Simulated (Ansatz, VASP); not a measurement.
## One calculation of La, two programs

File INCAR:

```
  ALGO = Normal
  EDIFF = 1E-7
  EDIFFG = -0.01
  ENCUT = 600
  GGA = PE
  IBRION = 2
  ISIF = 3
  ISMEAR = 0
  LASPH = True
  LCHARG = False
  LREAL = False
  LWAVE = False
  NELM = 100
  NSW = 100
  PREC = Accurate
  SIGMA = 0.1
```

Contents of KPOINTS:

```
k-points
0
Gamma
  8 8 8
```

The input POSCAR:

```
La
1.0
    0.0000000000      4.8225853512      4.8225853512
    4.8225853512      0.0000000000      4.8225853512
    4.8225853512      4.8225853512      0.0000000000
La
4
Direct
    0.1250000000      0.1250000000      0.1250000000
    0.1250000000      0.1250000000      0.6250000000
    0.1250000000      0.6250000000      0.1250000000
    0.6250000000      0.1250000000      0.1250000000
```

Input for Ansatz:

```yaml
crystal:
  lattice:
    - [0.0, 4.8225853512, 4.8225853512]
    - [4.8225853512, 0.0, 4.8225853512]
    - [4.8225853512, 4.8225853512, 0.0]
  atoms:
    - { symbol: La, position: [0.125, 0.125, 0.125] }
    - { symbol: La, position: [0.125, 0.125, 0.625] }
    - { symbol: La, position: [0.125, 0.625, 0.125] }
    - { symbol: La, position: [0.625, 0.125, 0.125] }
basis:
  ecutwfc: 420
kpoints:
  mp_grid: { grid: [8, 8, 8] }
hamiltonian:
  xc: pbe
scf:
  occupations: { method: gaussian, width: 0.1 }
output:
  forces: true
  stress: true
  eigenvalues: true
relax:
  adjacent_minimum: "off"
  f_tol: 0.01
  max_steps: 80
  cell: { stress_tol: 0.05 }
```

Alike in both runs: task relaxation of cell and atoms; functional PBE; k mesh 8 × 8 × 8; occupations gaussian, width 0.1 eV; no spin polarisation.

|  | VASP | Ansatz |
| --- | --- | --- |
| version | VASP 6.6.1 | Ansatz 0.2.0 |
| potentials or method | VASP PAW PBE potentials, release 64 (La), cutoff 600 eV | scalar-relativistic, plane waves, PAW |
| valence electrons in the cell | 44 | 44 |

|  | VASP | Ansatz | Ansatz less VASP |
| --- | --- | --- | --- |
| gap on the k mesh at the Fermi level, each at its own relaxed structure (eV) | none | none | - |
| relaxed volume (Å³/atom) | 55.57 | 55.49 | -0.085 |
| relaxed cell length with the largest relative difference (Å) | 6.799 | 6.796 | -0.0035 |

A gap of «none» marks a metal or a gap that the smearing closes.

Neither program's run includes spin-orbit coupling. Noted on VASP's run: too few bands were computed for a metal, which touches its energy and stress.
